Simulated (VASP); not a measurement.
Te2Mo, 6 atoms in the cell. It takes space group P6_3/mmc (No. 194, hexagonal). Conventional cell: a = 3.557 Å, b = 3.557 Å, c = 15.945 Å, α = 90.00°, β = 90.00°, γ = 120.00°. Within 3.7 Å of Te (site symmetry 3m) lie 3 Mo at 2.74 Å and 7 Te at 3.56 to 3.62 Å. Within 3.6 Å of Mo (site symmetry -6m2) lie 6 Te at 2.74 Å and 6 Mo at 3.56 Å.  This cell differs from its parent crystal: strain along c alone, the other axes held: +4.0 %, then relaxed in part.

| Quantity | Value |
| --- | --- |
| Program | VASP 6.6.1 |
| Task | single point |
| Functional | PBE |
| Potentials or basis | VASP PAW PBE potentials, release 64 (Te, Mo_sv) |
| Cutoff | 520 eV |
| k mesh | 12 × 12 × 2 |
| Occupations | gaussian, width 0.02 eV |
| Spin | no spin polarisation |
| Dipole correction | no |
| Further INCAR settings | ALGO = Normal; EDIFF = 1e-06; NBANDS = 35 |

Potentials or basis: VASP PAW PBE potentials, release 64 (Te, Mo_sv).

Command:

```bash
$ cat potpaw_PBE.64/Te/POTCAR potpaw_PBE.64/Mo_sv/POTCAR > POTCAR
$ mpirun -np 1 vasp_std > vasp.out
```

Hardware: 1 thread of Intel(R) Xeon(R) Platinum 8488C (Sapphire Rapids) (shared host).

Task: How long does it take, and how much memory?

Result: Wall time 4.1 min on 1 thread of Intel(R) Xeon(R) Platinum 8488C (Sapphire Rapids) (shared host), peak memory 0.4 GiB. Counts: scf iterations 17, k points 38.
